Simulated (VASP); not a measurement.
# TlSnH3 (Pm-3m) in VASP: further runs

The runs below take TlSnH3 through single point, relaxation of cell and atoms, with PBE.

Everything below comes from runs of VASP 6.6.1. Logs are shortened: lines on timing, memory, paths and dates and some standing lists are left out, and cuts for length are marked.

### 1 The cell of the first run

The structure is cubic, space group Pm-3m (No. 221). Conventional cell: a = 4.220 Å, b = 4.220 Å, c = 4.220 Å, α = 90.00°, β = 90.00°, γ = 90.00°. Within 2.8 Å of Tl (site symmetry m-3m) lie 6 H at 2.11 Å. Sn (site symmetry m-3m) has 12 H at 2.98 Å and 8 Tl at 3.66 Å within 3.9 Å. H (site symmetry 4/mmm) has 2 Tl at 2.11 Å within 2.8 Å.

The cell was built from a structure type or drawn by symmetry, and may not be a known phase.

### 2 Single point, PBE

INCAR reads:

```
PREC = Accurate
ENCUT = 520
EDIFF = 1E-6
ISMEAR = 0
SIGMA = 0.1
LREAL = F
LASPH = T
NELM = 80
ALGO = Normal
ISIF = 2
LWAVE = F
LCHARG = F
GGA = PE
NBANDS = 23
```

KPOINTS reads:

```
regular mesh
0
Gamma
  10 10 10
```

POSCAR reads:

```
TlSnH3
1.0
    4.2204930979      0.0000000000      0.0000000000
    0.0000000000      4.2204930979      0.0000000000
    0.0000000000      0.0000000000      4.2204930979
Tl Sn H
1 1 3
Direct
    0.5000000000      0.5000000000      0.5000000000
    0.0000000000      0.0000000000      0.0000000000
    0.0000000000      0.5000000000      0.5000000000
    0.5000000000      0.0000000000      0.5000000000
    0.5000000000      0.5000000000      0.0000000000
```

Potentials or basis: VASP PAW PBE potentials, release 64 (Tl_d, Sn_d, H).

The run is started by

```
cat potpaw_PBE.64/Tl_d/POTCAR potpaw_PBE.64/Sn_d/POTCAR potpaw_PBE.64/H/POTCAR > POTCAR
mpirun -np 1 vasp_std > vasp.out
```

OUTCAR:

```text
PREC = Accurate
   ENCUT = 520
   EDIFF = 1E-6
   ISMEAR = 0
   LREAL = F
   LASPH = T
   NELM = 80
   ISIF = 2
   GGA = PE

 ion  position               nearest neighbor table
   1  0.500  0.500  0.500-   3 2.11   4 2.11   5 2.11   5 2.11   4 2.11   3 2.11   2 3.66   2 3.66
                             2 3.66   2 3.66   2 3.66   2 3.66   2 3.66   2 3.66
   2  0.000  0.000  0.000-   1 3.66   1 3.66   1 3.66   1 3.66   1 3.66   1 3.66   1 3.66   1 3.66

   3  0.000  0.500  0.500-   1 2.11   1 2.11
   4  0.500  0.000  0.500-   1 2.11   1 2.11
   5  0.500  0.500  0.000-   1 2.11   1 2.11

  LATTYP: Found a simple cubic cell.
 ALAT       =     4.2204930979

  Lattice vectors:

 A1 = (   4.2204930979,   0.0000000000,   0.0000000000)
 A2 = (   0.0000000000,   4.2204930979,   0.0000000000)
 A3 = (   0.0000000000,   0.0000000000,   4.2204930979)

Analysis of symmetry for initial positions (statically):
=====================================================================
 Subroutine PRICEL returns:
 Original cell was already a primitive cell.

 Routine SETGRP: Setting up the symmetry group for a
 simple cubic supercell.

 Subroutine GETGRP returns: Found 48 space group operations
 (whereof 48 operations were pure point group operations)
 out of a pool of 48 trial point group operations.

The static configuration has the point symmetry O_h .

Analysis of symmetry for dynamics (positions and initial velocities):
=====================================================================
 Subroutine PRICEL returns:
 Original cell was already a primitive cell.

 Routine SETGRP: Setting up the symmetry group for a
 simple cubic supercell.

 Subroutine GETGRP returns: Found 48 space group operations
 (whereof 48 operations were pure point group operations)
 out of a pool of 48 trial point group operations.

The dynamic configuration has the point symmetry O_h .

 Subroutine INISYM returns: Found 48 space group operations
 (whereof 48 operations are pure point group operations),
 and found     1 'primitive' translations

----------------------------------------------------------------------------------------

                                     Primitive cell

  volume of cell :      75.1778

  direct lattice vectors                    reciprocal lattice vectors
     4.220493098  0.000000000  0.000000000     0.236939139  0.000000000  0.000000000
     0.000000000  4.220493098  0.000000000     0.000000000  0.236939139  0.000000000
     0.000000000  0.000000000  4.220493098     0.000000000  0.000000000  0.236939139

  length of vectors
     4.220493098  4.220493098  4.220493098     0.236939139  0.236939139  0.236939139

  position of ions in fractional coordinates (direct lattice)
     0.500000000  0.500000000  0.500000000
     0.000000000  0.000000000  0.000000000
     0.000000000  0.500000000  0.500000000
     0.500000000  0.000000000  0.500000000
     0.500000000  0.500000000  0.000000000

  ion indices of the primitive-cell ions
   primitive index   ion index
                 1           1
                 2           2
                 3           3
                 4           4
                 5           5

----------------------------------------------------------------------------------------

 KPOINTS: regular mesh

Automatic generation of k-mesh.
 Grid dimensions read from file:
 generate k-points for:   10   10   10

 Generating k-lattice:

  Cartesian coordinates                     Fractional coordinates (reciprocal lattice)
     0.023693914  0.000000000  0.000000000     0.100000000  0.000000000  0.000000000
     0.000000000  0.023693914  0.000000000     0.000000000  0.100000000  0.000000000
     0.000000000  0.000000000  0.023693914     0.000000000  0.000000000  0.100000000

  Length of vectors
     0.023693914  0.023693914  0.023693914

  Shift w.r.t. Gamma in fractional coordinates (k-lattice)
     0.000000000  0.000000000  0.000000000

 Subroutine IBZKPT returns following result:
 ===========================================

 Found     56 irreducible k-points:

 Following reciprocal coordinates:
            Coordinates               Weight
  0.000000  0.000000  0.000000      1.000000
  0.100000  0.000000  0.000000      6.000000
  0.200000  0.000000  0.000000      6.000000
  0.300000  0.000000  0.000000      6.000000
  0.400000  0.000000  0.000000      6.000000
  0.500000  0.000000  0.000000      3.000000
[... 16 lines left out ...]
  0.200000  0.100000  0.100000     24.000000
  0.300000  0.100000  0.100000     24.000000
 [... further k-points ...]
   k-points           NKPTS =     56   k-points in BZ     NKDIM =     56   number of bands    NBANDS=     23
   number of dos      NEDOS =    301   number of ions     NIONS =      5
   total plane-waves  NPLWV =  32768
   dimension x,y,z NGX =    32 NGY =   32 NGZ =   32
   dimension x,y,z NGXF=    64 NGYF=   64 NGZF=   64
   ions per type =               1   1   3
   NGX,Y,Z   is equivalent  to a cutoff of  12.60, 12.60, 12.60 a.u.
   NGXF,Y,Z  is equivalent  to a cutoff of  25.21, 25.21, 25.21 a.u.
 SYSTEM =  unknown system
   PREC   = accura    normal or accurate (medium, high low for compatibility)
   ISTART =      0    job   : 0-new  1-cont  2-samecut
   ICHARG =      2    charge: 1-file 2-atom 10-const
   ISPIN  =      1    spin polarized calculation?
   LNONCOLLINEAR =      F non collinear calculations
   LSORBIT =      F    spin-orbit coupling
   LASPH  =      T    aspherical Exc in radial PAW
   ENCUT  =  520.0 eV  38.22 Ry    6.18 a.u.   7.85  7.85  7.85*2*pi/ulx,y,z
   NELM   =     80;   NELMIN=  2; NELMDL= -5     # of ELM steps
   EDIFF  = 0.1E-05   stopping-criterion for ELM
   LREAL  =      F    real-space projection
   EDIFFG = 0.1E-04   stopping-criterion for IOM
   NSW    =      0    number of steps for IOM
   IBRION =     -1    ionic relax: 0-MD 1-quasi-New 2-CG
   NFREE  =      0    steps in history (QN), initial steepest desc. (CG)
   ISIF   =      2    stress and relaxation
   ISYM   =      2    0-nonsym 1-usesym 2-fastsym
   POTIM  = 0.5000    time-step for ionic-motion
   TEBEG  =    0.0;   TEEND  =   0.0 temperature during run
   PSTRESS=    0.0 pullay stress
   NELECT =      30.0000    total number of electrons
   NUPDOWN=      -1.0000    fix difference up-down
   EMIN   =  10.00;   EMAX   =-10.00  energy-range for DOS
   EFERMI =   0.00;   METHOD = LEGACY
   ISMEAR =     0;   SIGMA  =   0.10  broadening in eV -4-tet -1-fermi 0-gaus
   EFERMI_NEDOS =   21; number of points for ismear=-14 and -15
   IALGO  =     38    algorithm
   IMIX   =      4    mixing-type and parameters
     AMIX     =   0.40;   BMIX     =  1.00
     AMIX_MAG =   1.60;   BMIX_MAG =  1.00
  volume/ion in A,a.u.               =      15.04       101.46
  Fermi-wavevector in a.u.,A,eV,Ry     =   1.205273  2.277636 19.764949  1.452683
  Thomas-Fermi vector in A             =   2.340974
   LORBIT       =      0    0 simple, 1 ext, 2 COOP (PROOUT), +10 PAW based schemes
   GGA     = PE    functional components
   LHFCALC =     F    Hartree Fock is set to
   AEXX    =    0.0000 exact exchange contribution
   IVDW    =     0    specifies the selected vdW correction
   LEPSILON=     F    determine dielectric tensor
   LRPA    =     F    only Hartree local field effects (RPA)
 non-spin polarized calculation
 Gauss-broadening in eV      SIGMA  =   0.10
  energy-cutoff  :      520.00
  volume of cell :       75.18
 maximum number of plane-waves:      2048
 NGX is ok and might be reduce to    32
   NGX = 15   NGY = 15   NGZ = 15

 number of electron      30.0000001 magnetization

 Free energy of the ion-electron system (eV)
  ---------------------------------------------------
  ext. energy  EPLUGINS =         0.00000000
  ---------------------------------------------------
  free energy    TOTEN  =       -12.55944408 eV

  energy without entropy =      -12.54846142  energy(sigma->0) =      -12.55395275

 E-fermi :   5.4262     XC(G=0):  -9.6566

 val. band max:        5.4239828636   @ k =   0.4000   0.3000   0.2000
 cond. band min:       5.4444871819   @ k =   0.3000   0.3000   0.3000
 fundamental gap:      0.0205043182
 Fermi energy:         5.4261727905

 k-point     1 :       0.0000    0.0000    0.0000
  band No.  band energies     occupation
      1     -16.9549      2.00000
      2     -16.9549      2.00000
      3     -16.9433      2.00000
      4     -16.9433      2.00000
      5     -16.9433      2.00000
      6      -6.4736      2.00000
[... 15 lines left out ...]
     22      13.1511      0.00000
     23      13.1511      0.00000

 k-point     2 :       0.1000    0.0000    0.0000
  band No.  band energies     occupation
      1     -16.9548      2.00000
      2     -16.9536      2.00000
      3     -16.9436      2.00000
      4     -16.9436      2.00000
      5     -16.9432      2.00000
      6      -6.4728      2.00000
[... 15 lines left out ...]
     22      12.5382      0.00000
     23      13.6955      0.00000

 k-point     3 :       0.2000    0.0000    0.0000
  band No.  band energies     occupation
      1     -16.9546      2.00000
      2     -16.9501      2.00000
      3     -16.9445      2.00000
      4     -16.9445      2.00000
      5     -16.9431      2.00000
      6      -6.4706      2.00000
[... 15 lines left out ...]
     22      12.7675      0.00000
     23      14.6633      0.00000
[... 495 lines left out ...]
 k-point    23 :       0.2000    0.1000    0.1000
  band No.  band energies     occupation
      1     -16.9526      2.00000
      2     -16.9494      2.00000
      3     -16.9449      2.00000
      4     -16.9449      2.00000
      5     -16.9438      2.00000
      6      -6.4318      2.00000
[... 15 lines left out ...]
     22      12.4980      0.00000
     23      13.8777      0.00000

 k-point    24 :       0.3000    0.1000    0.1000
  band No.  band energies     occupation
      1     -16.9524      2.00000
      2     -16.9462      2.00000
      3     -16.9461      2.00000
      4     -16.9452      2.00000
      5     -16.9437      2.00000
      6      -6.4288      2.00000
[... 15 lines left out ...]
     22      12.7156      0.00000
     23      13.8633      0.00000

 [... further k-points ...]

------------------------ aborting loop because EDIFF is reached ----------------------------------------

  FORCE on cell =-STRESS in cart. coord.  units (eV):
  Direction    XX          YY          ZZ          XY          YZ          ZX
  --------------------------------------------------------------------------------------
  -------------------------------------------------------------------------------------
  Total       -0.0482915     -0.0482915     -0.0482915      0.0000000      0.0000000     -0.0000000
  in kB       -1.0291807     -1.0291807     -1.0291807      0.0000000      0.0000000     -0.0000000
  external PRESSURE =      -1.0291807 kB  Pullay stress =       0.0000000 kB

 VOLUME and BASIS-vectors are now :
 -----------------------------------------------------------------------------
  energy-cutoff  :      520.00
  volume of cell :       75.18
      direct lattice vectors                 reciprocal lattice vectors
     4.220493098  0.000000000  0.000000000     0.236939139  0.000000000  0.000000000
     0.000000000  4.220493098  0.000000000     0.000000000  0.236939139  0.000000000
     0.000000000  0.000000000  4.220493098     0.000000000  0.000000000  0.236939139

 POSITION                                       TOTAL-FORCE (eV/Angst)
 -----------------------------------------------------------------------------------
      2.11025      2.11025      2.11025         0.000000      0.000000      0.000000
      0.00000      0.00000      0.00000         0.000000      0.000000      0.000000
      0.00000      2.11025      2.11025         0.000000      0.000000      0.000000
      2.11025      0.00000      2.11025         0.000000      0.000000      0.000000
      2.11025      2.11025      0.00000         0.000000      0.000000      0.000000
 -----------------------------------------------------------------------------------
    total drift:                                0.000000      0.000000     -0.000000

  FREE ENERGIE OF THE ION-ELECTRON SYSTEM (eV)
  ---------------------------------------------------
  free  energy   TOTEN  =       -12.5594440760 eV

  energy  without entropy=      -12.5484614221  energy(sigma->0) =      -12.55395275
```

Run time: 79 s. Hardware: 1 thread of Intel Xeon 8259CL, shared host; peak memory 0.24 GiB.

What came out:

* Free energy: -12.5594 eV
* Pressure: -0.1 GPa
* Band gap on the k mesh: zero (bands 15 and 16 overlap by 2.41 eV)

Levels at points of the mesh, in eV from the Fermi level:
```csv
k point,band 11,band 12,band 13,band 14,band 15,band 16,band 17,band 18,band 19,band 20
"(0.00, 0.00, 0.00)",-10.78,-4.99,-1.32,-1.32,-0.51,-0.51,-0.51,5.69,5.81,5.81
"(0.50, 0.00, 0.00)",-8.70,-8.38,-3.06,-1.04,0.59,1.33,1.33,2.43,2.43,4.55
"(0.50, 0.50, 0.00)",-7.14,-6.84,-5.71,-5.71,1.09,1.09,1.40,1.86,3.61,5.73
"(0.50, 0.50, 0.50)",-6.35,-5.36,-4.79,-4.79,-4.79,-1.32,-1.32,-1.32,9.52,9.52
```

Caveat: spin-orbit coupling is left out, which moves the levels of the heavy elements.

### 3 Relaxation of cell and atoms, PBE

This run uses another cell than the first one, of 16.24 Å³/atom.

INCAR reads:

```
PREC = Accurate ; ENCUT = 600
EDIFF = 1E-6 ; ISMEAR = 0
SIGMA = 0.1 ; LREAL = F
LASPH = T ; NELM = 60
ALGO = Normal ; ISIF = 3
LWAVE = F ; LCHARG = F
GGA = PE ; IBRION = 2
NSW = 100 ; EDIFFG = -0.01
```

KPOINTS reads:

```
Automatic mesh
0
Gamma
  10 10 10
```

POSCAR, as its differences from that of step 2:

```diff
@@ -2,5 +2,5 @@
 1.0
-    4.2204930979      0.0000000000      0.0000000000
-    0.0000000000      4.2204930979      0.0000000000
-    0.0000000000      0.0000000000      4.2204930979
+    4.3301444100      0.0000000000      0.0000000000
+    0.0000000000      4.3301444100      0.0000000000
+    0.0000000000      0.0000000000      4.3301444100
 Tl Sn H
```

Potentials or basis: VASP PAW PBE potentials, release 64 (Tl_d, Sn_d, H).

The run is started by

```
cat potpaw_PBE.64/Tl_d/POTCAR potpaw_PBE.64/Sn_d/POTCAR potpaw_PBE.64/H/POTCAR > POTCAR
mpirun -np 1 vasp_std > vasp.out
```

It took 4.6 min on 1 thread of Intel Xeon 8259CL, shared host; peak memory 0.3 GiB.

Results (log left out):

```yaml
Free_energy: -12.5612 eV
Relaxed_volume: 15.02 Å³/atom
Relaxed_cell: a = 4.219 Å, b = 4.219 Å, c = 4.219 Å, α = 90.00°, β = 90.00°, γ = 90.00°
Space_group_after_relaxing_to_0.1_Å: Pm-3m (No. 221)
Energy_gained_by_relaxing: 10.9 meV/atom
Ionic_steps: 4
Pressure_after_relaxing: 0.0 GPa
Band_gap_on_the_k_mesh: zero (bands 15 and 16 overlap by 2.41 eV)
```

Step by step:
| step | energy change (eV) | largest force (eV/Å) | pressure (GPa) | volume (Å³) |
| --- | --- | --- | --- | --- |
| 1 | 0.0000 | 0.0000 | -2.66 | 81.19 |
| 2 | -0.0407 | 0.0000 | -1.45 | 78.06 |
| 3 | -0.0543 | 0.0000 | -0.18 | 75.48 |
| 4 | -0.0545 | 0.0000 | 0.00 | 75.12 |

Final structure:
```xyz
5
Lattice="4.2194 0.0000 0.0000 0.0000 4.2194 0.0000 0.0000 0.0000 4.2194" Properties=species:S:1:pos:R:3 pbc="T T T"
Tl    2.1097    2.1097    2.1097
Sn    0.0000    0.0000    0.0000
H     0.0000    2.1097    2.1097
H     2.1097    0.0000    2.1097
H     2.1097    2.1097    0.0000
```

Levels at points of the mesh, in eV from the Fermi level:
```csv
k point,band 13,band 14,band 15,band 16,band 17,band 18
"(0.00, 0.00, 0.00)",-1.32,-1.32,-0.52,-0.52,-0.52,5.69
"(0.50, 0.00, 0.00)",-3.06,-1.04,0.60,1.33,1.33,2.43
"(0.50, 0.50, 0.00)",-5.72,-5.72,1.09,1.09,1.40,1.87
"(0.50, 0.50, 0.50)",-4.79,-4.79,-4.79,-1.32,-1.32,-1.32
```

Caveat: spin-orbit coupling is left out, which moves the levels of the heavy elements.
